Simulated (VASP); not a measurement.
**Se: single point with PBE**

The system is Se.

```xyz
1
Lattice="2.0025 1.1561 1.6308 -2.0025 1.1561 1.6308 0.0000 -2.3123 1.6308" Properties=species:S:1:pos:R:3 pbc="T T T"
Se    0.0000    0.0000    0.0000
```

| Item | Value |
| --- | --- |
| Program | VASP 6.6.1 |
| Task | single point |
| Functional | PBE |
| Potentials or basis | VASP PAW PBE potentials, release 64 (Se) |
| Cutoff | 520 eV |
| k mesh | 15 × 15 × 15 |
| Occupations | gaussian, width 0.1 eV |
| Spin | no spin polarisation |

The pressure is 0.0 GPa and the band gap on the k mesh is zero (band 3 reaches 7.43 eV, above the bottom of band 4 at 1.40 eV).

Levels at points of the mesh, in eV from the Fermi level:
| k point | band 1 | band 2 | band 3 | band 4 | band 5 | band 6 | band 7 | band 8 |
| --- | --- | --- | --- | --- | --- | --- | --- | --- |
| (0.00, 0.00, 0.00) | -16.00 | 1.40 | 1.41 | 1.41 | 7.79 | 7.79 | 7.87 | 22.17 |

Run time: 12 s on 1 thread of Intel(R) Xeon(R) 6975P-C (Granite Rapids), with other jobs on the host, peak memory 0.18 GiB.
